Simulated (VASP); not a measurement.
Set up this calculation in VASP 6.6.1, as the native input.

- Task: single point
- Functional: LDA
- Potentials or basis: VASP PAW LDA potentials, release 64 (Mg)
- Cutoff: 520 eV
- k mesh: 15 × 15 × 9
- Occupations: fermi-dirac, width 0.05 eV
- Spin: no spin polarisation
- Dipole correction: no
- Further INCAR settings: ALGO = Normal; EDIFF = 1e-06; NBANDS = 9

The structure of Mg lies in POSCAR:

```
Mg
1.0
    2.6209760657      0.0000000000      0.0000000000
   -1.3104880329      2.2698318556      0.0000000000
    0.0000000000      0.0000000000      4.2124959861
Mg
2
Direct
    0.3333333333      0.6666666667      0.2500000000
    0.6666666667      0.3333333333      0.7500000000
```

This cell differs from its parent crystal: volume scaled by 0.58.

The input as run:

INCAR

```
SYSTEM = Mg
PREC     = Accurate       ! precision mode
ENCUT    = 520            ! plane-wave cutoff, eV
EDIFF    = 1E-6           ! SCF threshold, eV
ISMEAR   = -1             ! smearing method
SIGMA    = 0.05           ! smearing width, eV
LREAL    = .FALSE.        ! projectors in reciprocal space
LASPH    = .TRUE.         ! aspherical terms in the spheres
NELM     = 80             ! most SCF steps
ALGO     = Normal         ! electronic algorithm
ISIF     = 2              ! what is computed and relaxed
LWAVE    = .FALSE.        ! write WAVECAR
LCHARG   = .FALSE.        ! write CHGCAR
NBANDS   = 9              ! bands
```

KPOINTS

```
regular mesh
0
G
  15 15 9
  0 0 0
```

Potentials or basis: VASP PAW LDA potentials, release 64 (Mg).

Run with:

```console
$ cat potpaw_LDA.64/Mg/POTCAR > POTCAR
$ mpirun -np 1 vasp_std > vasp.out
```

It gave:

| Quantity | Value |
| --- | --- |
| Pressure | 63.7 GPa |
| Band gap on the k mesh | zero (band 2 reaches 7.61 eV, above the bottom of band 3 at 5.40 eV) |

Run time: 12 s on 1 thread of Intel(R) Xeon(R) 6975P-C (Granite Rapids) (shared host), peak memory 0.14 GiB.
